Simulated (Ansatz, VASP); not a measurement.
**CsRb2TiF6 in VASP and in Ansatz**

```xyz
10
Lattice="0.0000 4.7931 4.7931 4.7931 0.0000 4.7931 4.7931 4.7931 0.0000" Properties=species:S:1:pos:R:3 pbc="T T T"
Cs    4.7931    4.7931    4.7931
Rb    7.1897    7.1897    7.1897
Rb    2.3966    2.3966    2.3966
Ti    0.0000    0.0000    0.0000
F     1.9923    4.7931    4.7931
F     4.7931    4.7931    1.9923
F     7.5940    4.7931    4.7931
F     4.7931    1.9923    4.7931
F     4.7931    7.5940    4.7931
F     4.7931    4.7931    7.5940
```

Alike in both runs: task single point; functional LDA; k mesh 4 × 4 × 4; occupations fermi-dirac, width 0.1 eV; no spin polarisation.

```csv
,VASP,Ansatz
version,VASP 6.6.1,Ansatz 0.2.0
potentials or method,"VASP PAW LDA potentials, release 64 (Cs_sv, Rb_sv, Ti_sv, F), cutoff 520 eV","plane waves, PAW"
valence electrons in the cell,81,81
```

Ansatz gave:

* gap on the k mesh at the Fermi level (eV): none
* pressure (GPa): -4.7

What did VASP give for the same quantities?

gap on the k mesh at the Fermi level (eV): none; pressure (GPa): -4.6.

LDA's correlation is that of Perdew and Zunger in VASP and of Perdew and Wang (1992) in Ansatz. A gap of «none» marks a metal or a gap that the smearing closes.

Neither program's run includes spin-orbit coupling.
